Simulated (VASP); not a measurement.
# Sn (P6_3/mmc) in VASP: relaxation of cell and atoms with PBE

Aim: the relaxation of cell and atoms of Sn with PBE.

All numbers are computed with VASP 6.6.1; they aren't measurements. Logs are shortened: lines on timing, memory, paths and dates and some standing lists are left out, and cuts for length are marked.

**1. The cell of the first run**

Symmetry: P6_3/mmc, No. 194, hexagonal system. Conventional cell: a = 2.998 Å, b = 2.998 Å, c = 9.745 Å, α = 90.00°, β = 90.00°, γ = 120.00°. Sn (site symmetry -3m) has 12 Sn at 2.99 to 3.00 Å within 3.9 Å. Within 3.9 Å of Sn (site symmetry -6m2) lie 12 Sn at 2.99 to 3.00 Å.

**2. Relaxation of cell and atoms, PBE, target pressure 44 GPa, at which the enthalpy is minimised**

INCAR reads:

```
  PREC = Accurate
  ENCUT = 600
  EDIFF = 1E-7
  ISMEAR = -1
  SIGMA = 0.05
  LREAL = False
  LASPH = True
  NELM = 60
  ALGO = Normal
  ISIF = 3
  LWAVE = False
  LCHARG = False
  GGA = PE
  IBRION = 2
  NSW = 60
  EDIFFG = -0.005
  PSTRESS = 440.0
```

KPOINTS reads:

```
regular mesh
0
Gamma
  12 12 4
```

POSCAR reads:

```
Sn
1.0
    2.9983360027      0.0000000000      0.0000000000
   -1.4991680014      2.5966351474      0.0000000000
    0.0000000000      0.0000000000      9.7445920088
Sn
4
Direct
    0.0000000000      0.0000000000      0.0000000000
    0.0000000000      0.0000000000      0.5000000000
    0.3333333333      0.6666666667      0.2500000000
    0.6666666667      0.3333333333      0.7500000000
```

Potentials or basis: VASP PAW PBE potentials, release 64 (Sn_d).

Started as:

```sh
> cat potpaw_PBE.64/Sn_d/POTCAR > POTCAR
> mpirun -np 1 vasp_std > vasp.out
```

OUTCAR:

```text
PREC = Accurate
   ENCUT = 600
   EDIFF = 1E-7
   ISMEAR = -1
   LREAL = False
   LASPH = True
   NELM = 60
   ISIF = 3
   GGA = PE
   IBRION = 2
   NSW = 60
   EDIFFG = -0.005
   PSTRESS = 440.0

 ion  position               nearest neighbor table
   1  0.000  0.000  0.000-   3 2.99   4 2.99   4 2.99   3 2.99   4 2.99   3 2.99
   2  0.000  0.000  0.500-   3 2.99   4 2.99   4 2.99   3 2.99   4 2.99   3 2.99
   3  0.333  0.667  0.250-   1 2.99   2 2.99   1 2.99   2 2.99   1 2.99   2 2.99
   4  0.667  0.333  0.750-   1 2.99   2 2.99   1 2.99   2 2.99   1 2.99   2 2.99

  LATTYP: Found a hexagonal cell.
 ALAT       =     2.9983360027
 C/A-ratio  =     3.2500000000

  Lattice vectors:

 A1 = (   2.9983360027,   0.0000000000,   0.0000000000)
 A2 = (  -1.4991680014,   2.5966351474,   0.0000000000)
 A3 = (   0.0000000000,   0.0000000000,   9.7445920088)

Analysis of symmetry for initial positions (statically):
=====================================================================
 Subroutine PRICEL returns:
 Original cell was already a primitive cell.

 Routine SETGRP: Setting up the symmetry group for a
 hexagonal supercell.

 Subroutine GETGRP returns: Found 24 space group operations
 (whereof 12 operations were pure point group operations)
 out of a pool of 24 trial point group operations.

The static configuration has the point symmetry D_3d.
 The point group associated with its full space group is D_6h.

Analysis of symmetry for dynamics (positions and initial velocities):
=====================================================================
 Subroutine PRICEL returns:
 Original cell was already a primitive cell.

 Routine SETGRP: Setting up the symmetry group for a
 hexagonal supercell.

 Subroutine GETGRP returns: Found 24 space group operations
 (whereof 12 operations were pure point group operations)
 out of a pool of 24 trial point group operations.

The dynamic configuration has the point symmetry D_3d.
 The point group associated with its full space group is D_6h.

 Subroutine INISYM returns: Found 24 space group operations
 (whereof 12 operations are pure point group operations),
 and found     1 'primitive' translations

----------------------------------------------------------------------------------------

                                     Primitive cell

  volume of cell :      75.8673

  direct lattice vectors                    reciprocal lattice vectors
     2.998336003  0.000000000  0.000000000     0.333518325  0.192556894  0.000000000
    -1.499168001  2.596635147  0.000000000     0.000000000  0.385113789  0.000000000
     0.000000000  0.000000000  9.744592009     0.000000000  0.000000000  0.102621023

  length of vectors
     2.998336003  2.998336003  9.744592009     0.385113789  0.385113789  0.102621023

  position of ions in fractional coordinates (direct lattice)
     0.000000000  0.000000000  0.000000000
     0.000000000  0.000000000  0.500000000
     0.333333333  0.666666667  0.250000000
     0.666666667  0.333333333  0.750000000

  ion indices of the primitive-cell ions
   primitive index   ion index
                 1           1
                 2           2
                 3           3
                 4           4

----------------------------------------------------------------------------------------

 KPOINTS: regular mesh

Automatic generation of k-mesh.
 Grid dimensions read from file:
 generate k-points for:   12   12    4

 Generating k-lattice:

  Cartesian coordinates                     Fractional coordinates (reciprocal lattice)
     0.027793194  0.016046408  0.000000000     0.083333333  0.000000000  0.000000000
     0.000000000  0.032092816  0.000000000     0.000000000  0.083333333  0.000000000
     0.000000000  0.000000000  0.025655256     0.000000000  0.000000000  0.250000000

  Length of vectors
     0.032092816  0.032092816  0.025655256

  Shift w.r.t. Gamma in fractional coordinates (k-lattice)
     0.000000000  0.000000000  0.000000000

 Subroutine IBZKPT returns following result:
 ===========================================

 Found     57 irreducible k-points:

 Following reciprocal coordinates:
            Coordinates               Weight
  0.000000  0.000000  0.000000      1.000000
  0.083333 -0.000000  0.000000      6.000000
  0.166667  0.000000  0.000000      6.000000
  0.250000  0.000000  0.000000      6.000000
  0.333333  0.000000  0.000000      6.000000
  0.416667  0.000000  0.000000      6.000000
[... 16 lines left out ...]
  0.250000  0.000000  0.250000     12.000000
  0.333333  0.000000  0.250000     12.000000
 [... further k-points ...]
   k-points           NKPTS =     57   k-points in BZ     NKDIM =     57   number of bands    NBANDS=     33
   number of dos      NEDOS =    301   number of ions     NIONS =      4
   total plane-waves  NPLWV =  46080
   dimension x,y,z NGX =    24 NGY =   24 NGZ =   80
   dimension x,y,z NGXF=    48 NGYF=   48 NGZF=  160
   ions per type =               4
   NGX,Y,Z   is equivalent  to a cutoff of  13.31, 13.31, 13.65 a.u.
   NGXF,Y,Z  is equivalent  to a cutoff of  26.61, 26.61, 27.30 a.u.
 SYSTEM =  unknown system
   PREC   = accura    normal or accurate (medium, high low for compatibility)
   ISTART =      0    job   : 0-new  1-cont  2-samecut
   ICHARG =      2    charge: 1-file 2-atom 10-const
   ISPIN  =      1    spin polarized calculation?
   LNONCOLLINEAR =      F non collinear calculations
   LSORBIT =      F    spin-orbit coupling
   LASPH  =      T    aspherical Exc in radial PAW
   ENCUT  =  600.0 eV  44.10 Ry    6.64 a.u.   5.99  5.99 19.46*2*pi/ulx,y,z
   NELM   =     60;   NELMIN=  2; NELMDL= -5     # of ELM steps
   EDIFF  = 0.1E-06   stopping-criterion for ELM
   LREAL  =      F    real-space projection
   EDIFFG = -.5E-02   stopping-criterion for IOM
   NSW    =     60    number of steps for IOM
   IBRION =      2    ionic relax: 0-MD 1-quasi-New 2-CG
   NFREE  =      1    steps in history (QN), initial steepest desc. (CG)
   ISIF   =      3    stress and relaxation
   ISYM   =      2    0-nonsym 1-usesym 2-fastsym
   POTIM  = 0.5000    time-step for ionic-motion
   TEBEG  =    0.0;   TEEND  =   0.0 temperature during run
   PSTRESS=  440.0 pullay stress
   NELECT =      56.0000    total number of electrons
   NUPDOWN=      -1.0000    fix difference up-down
   EMIN   =  10.00;   EMAX   =-10.00  energy-range for DOS
   EFERMI =   0.00;   METHOD = LEGACY
   ISMEAR =    -1;   SIGMA  =   0.05  broadening in eV -4-tet -1-fermi 0-gaus
   EFERMI_NEDOS =   21; number of points for ismear=-14 and -15
   IALGO  =     38    algorithm
   IMIX   =      4    mixing-type and parameters
     AMIX     =   0.40;   BMIX     =  1.00
     AMIX_MAG =   1.60;   BMIX_MAG =  1.00
  volume/ion in A,a.u.               =      18.97       127.99
  Fermi-wavevector in a.u.,A,eV,Ry     =   1.479514  2.795877 29.782650  2.188963
  Thomas-Fermi vector in A             =   2.593663
   LORBIT       =      0    0 simple, 1 ext, 2 COOP (PROOUT), +10 PAW based schemes
   GGA     = PE    functional components
   LHFCALC =     F    Hartree Fock is set to
   AEXX    =    0.0000 exact exchange contribution
   IVDW    =     0    specifies the selected vdW correction
   LEPSILON=     F    determine dielectric tensor
   LRPA    =     F    only Hartree local field effects (RPA)
 conjugate gradient relaxation of ions
 non-spin polarized calculation
  energy-cutoff  :      600.00
  volume of cell :       75.87
 maximum number of plane-waves:      2574
 NGX is ok and might be reduce to    24
   NGX = 11   NGY = 11   NGZ = 39

--------------------------------------- Ionic step        1  -------------------------------------------

 number of electron      56.0000008 magnetization

 Free energy of the ion-electron system (eV)
  ---------------------------------------------------
  ext. energy  EPLUGINS =         0.00000000
  ---------------------------------------------------
  free energy    TOTEN  =       -11.63895902 eV

  energy without entropy =      -11.62314035  energy(sigma->0) =      -11.63104969

------------------------ aborting loop because EDIFF is reached ----------------------------------------

  FORCE on cell =-STRESS in cart. coord.  units (eV):
  Direction    XX          YY          ZZ          XY          YZ          ZX
  --------------------------------------------------------------------------------------
  -------------------------------------------------------------------------------------
  Total       21.5715685     21.5715685     21.2283311     -0.0000000      0.0000000     -0.0000000
  in kB      455.5514304    455.5514304    448.3028957     -0.0000000      0.0000000     -0.0000000
  external PRESSURE =      13.1352522 kB  Pullay stress =     440.0000000 kB

 VOLUME and BASIS-vectors are now :
 -----------------------------------------------------------------------------
  energy-cutoff  :      600.00
  volume of cell :       75.87
      direct lattice vectors                 reciprocal lattice vectors
     2.998336003  0.000000000  0.000000000     0.333518325  0.192556894  0.000000000
    -1.499168001  2.596635147  0.000000000     0.000000000  0.385113789  0.000000000
     0.000000000  0.000000000  9.744592009     0.000000000  0.000000000  0.102621023
[... 90 lines left out ...]
  FREE ENERGIE OF THE ION-ELECTRON SYSTEM (eV)
  ---------------------------------------------------
  free  energy   TOTEN  =       -11.7700758869 eV

  energy  without entropy=      -11.7543685042  energy(sigma->0) =      -11.76222220

  enthalpy is  TOTEN    =         9.1941726151 eV   P V=       20.9642485020

--------------------------------------- Ionic step        4  -------------------------------------------

 number of electron      55.9999997 magnetization

 Free energy of the ion-electron system (eV)
  ---------------------------------------------------
  ext. energy  EPLUGINS =         0.00000000
  ---------------------------------------------------
  free energy    TOTEN  =       -11.76625248 eV

  energy without entropy =      -11.75081643  energy(sigma->0) =      -11.75853446

 E-fermi :  13.3158     XC(G=0): -12.1402

 val. band max:       13.2683697904   @ k =   0.4167   0.0833   0.2500
 cond. band min:      13.3375975273   @ k =   0.2500   0.0833   0.0000
 fundamental gap:      0.0692277370
 Fermi energy:        13.3158133526

 k-point     1 :       0.0000    0.0000    0.0000
  band No.  band energies     occupation
      1      -8.8161      2.00000
      2      -8.7793      2.00000
      3      -8.7444      2.00000
      4      -8.7374      2.00000
      5      -8.7374      2.00000
      6      -8.7367      2.00000
[... 853 lines left out ...]
     32      17.5599      0.00000
     33      18.6305      0.00000

 [... further k-points ...]
[... 5 lines left out ...]
  --------------------------------------------------------------------------------------
  -------------------------------------------------------------------------------------
  Total       20.9634710     20.9634710     20.9513971     -0.0000000     -0.0000000      0.0000000
  in kB      440.0703949    440.0703948    439.8169361     -0.0000000     -0.0000000      0.0000000
  external PRESSURE =      -0.0140914 kB  Pullay stress =     440.0000000 kB

 VOLUME and BASIS-vectors are now :
 -----------------------------------------------------------------------------
  energy-cutoff  :      600.00
  volume of cell :       76.32
      direct lattice vectors                 reciprocal lattice vectors
     3.008518126 -0.000000000 -0.000000000     0.332389555  0.191905199 -0.000000000
    -1.504259063  2.605453125 -0.000000000     0.000000000  0.383810398 -0.000000000
    -0.000000000  0.000000000  9.736788252     0.000000000  0.000000000  0.102703271

 POSITION                                       TOTAL-FORCE (eV/Angst)
 -----------------------------------------------------------------------------------
      0.00000      0.00000      9.73679        -0.000000      0.000000      0.000000
      0.00000      0.00000      4.86839        -0.000000      0.000000      0.000000
     -0.00000      1.73697      2.43420        -0.000000      0.000000      0.000000
      1.50426      0.86848      7.30259         0.000000     -0.000000     -0.000000
 -----------------------------------------------------------------------------------
    total drift:                               -0.000000      0.000000     -0.000000

  FREE ENERGIE OF THE ION-ELECTRON SYSTEM (eV)
  ---------------------------------------------------
  free  energy   TOTEN  =       -11.7662524808 eV

  energy  without entropy=      -11.7508164306  energy(sigma->0) =      -11.75853446

  enthalpy is  TOTEN    =         9.1938651668 eV   P V=       20.9601176476

 reached required accuracy - stopping structural energy minimisation
```

Run time: 16 min. Hardware: 1 thread of AMD EPYC 7R13, shared host; peak memory 0.26 GiB.

Results:

```
Free energy                                            : -11.7663 eV
Relaxed volume                                         : 19.08 Å³/atom
Relaxed cell                                           : a = 3.009 Å, b = 3.009 Å, c = 9.737 Å, α = 90.00°, β = 90.00°, γ = 120.00°
Space group after relaxing (to 0.05 Å)                 : P6_3/mmc (No. 194)
Energy change on relaxing (the enthalpy is what falls) : -31.8 meV/atom
Ionic steps                                            : 4
Pressure after relaxing                                : 44.0 GPa
Band gap on the k mesh                                 : zero (band 28 reaches 21.22 eV, above the bottom of band 29 at 9.56 eV)
```

Step by step:
| step | energy change (eV) | largest force (eV/Å) | pressure (GPa) | volume (Å³) |
| --- | --- | --- | --- | --- |
| 1 | 0.0000 | 0.0000 | 45.31 | 75.87 |
| 2 | -0.4603 | 0.0000 | 40.43 | 77.59 |
| 3 | -0.1311 | 0.0000 | 43.93 | 76.34 |
| 4 | -0.1273 | 0.0000 | 44.00 | 76.32 |

Final structure:
```
Sn
1.0
     3.00852    0.00000    0.00000
    -1.50426    2.60545    0.00000
     0.00000    0.00000    9.73679
Sn
4
Direct
  0.00000 0.00000 0.00000
  0.00000 0.00000 0.50000
  0.33333 0.66667 0.25000
  0.66667 0.33333 0.75000
```

Caveat: the cell is relaxed towards a set pressure, so the enthalpy falls and the energy may rise; spin-orbit coupling is left out, which moves the levels of the heavy elements.
